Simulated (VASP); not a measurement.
The system is BN.

```
CELL_PARAMETERS angstrom
2.53600 0.00000 0.00000
-1.26800 2.19624 0.00000
0.00000 0.00000 4.19900
ATOMIC_POSITIONS crystal
B 0.66667 0.33333 0.00000
B 0.33333 0.66667 0.50000
N 0.66667 0.33333 0.37500
N 0.33333 0.66667 0.87500
```

Base run:

* Program: VASP 6.6.1
* Functional: LDA
* Potentials or basis: VASP PAW LDA potentials, release 64 (B, N)
* Cutoff: 600 eV
* k mesh: 10 × 10 × 5
* Occupations: gaussian, width 0.01 eV
* Spin: no spin polarisation

Its results: band gap on the k mesh 5.17 eV, indirect (least direct gap 8.22 eV); pressure -5.5 GPa; largest force 0.050 eV/Å.

**Question.** The run is repeated on the same cell with these changes: k mesh from 10 × 10 × 5 to 5 × 5 × 3. What comes out?

**Answer.** Band gap on the k mesh 5.78 eV, indirect (least direct gap 8.30 eV); pressure -5.4 GPa; largest force 0.036 eV/Å.

Caveats: some runs use coarse meshes.

A k mesh can miss the band edges.
